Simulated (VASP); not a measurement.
Set up this calculation in VASP 6.6.1, as the native input.

```
Task                   : relaxation of shape and atoms at fixed volume
Functional             : PBE
Dispersion             : D3(BJ)
Potentials or basis    : VASP PAW PBE potentials, release 64 (Sb)
Cutoff                 : 600 eV
k mesh                 : 12 × 12 × 12
Occupations            : gaussian, width 0.1 eV
Spin                   : no spin polarisation
Dipole correction      : no
Further INCAR settings : ALGO = Normal; EDIFF = 1e-06; IBRION = 2; EDIFFG = -0.01; NSW = 50; ISIF = 4
```

The structure of Sb lies in POSCAR:

```
Sb
1.0
    2.1970409826      1.2684622027      3.7756607422
   -2.1970409826      1.2684622027      3.7756607422
    0.0000000000     -2.5369244054      3.7756607422
Sb
2
Direct
    0.2347477200      0.2347477200      0.2347477200
    0.7652522800      0.7652522800      0.7652522800
```

This cell differs from its parent crystal: volume scaled by 1.06.

One way to write it, as run:

INCAR

```
SYSTEM = Sb
ALGO     = Normal         ! electronic algorithm
EDIFF    = 1E-6           ! SCF threshold, eV
EDIFFG   = -0.01          ! ionic threshold
ENCUT    = 600            ! plane-wave cutoff, eV
GGA      = PE             ! functional
IBRION   = 2              ! ionic algorithm
ISIF     = 4              ! what is computed and relaxed
ISMEAR   = 0              ! smearing method
IVDW     = 12             ! dispersion correction
LASPH    = .True.         ! aspherical terms in the spheres
LCHARG   = .False.        ! write CHGCAR
LREAL    = .False.        ! projectors in reciprocal space
LWAVE    = .False.        ! write WAVECAR
NELM     = 100            ! most SCF steps
NSW      = 50             ! ionic steps
PREC     = Accurate       ! precision mode
SIGMA    = 0.1            ! smearing width, eV
```

KPOINTS

```
k-points
0
Gamma
  12 12 12
  0 0 0
```

Potentials or basis: VASP PAW PBE potentials, release 64 (Sb).

Run with:

```bash
$ cat potpaw_PBE.64/Sb/POTCAR > POTCAR
$ mpirun -np 1 vasp_std > vasp.out
```

Results of the run:

* Energy gained by relaxing: 0.9 meV/atom
* Ionic steps: 5
* Pressure after relaxing: -2.2 GPa
* Largest force after relaxing: 0.005 eV/Å
* Band gap on the k mesh: zero (band 5 reaches 6.71 eV, above the bottom of band 6 at 6.51 eV)
* Dispersion energy per atom: -0.451 eV

Caveat: spin-orbit coupling is left out, which moves the levels of the heavy elements; pairwise dispersion overbinds metals, which lowers pressure and volume.

Run time: 3.6 min on 1 thread of Intel(R) Xeon(R) Platinum 8488C (Sapphire Rapids), on a shared host, peak memory 0.3 GiB.
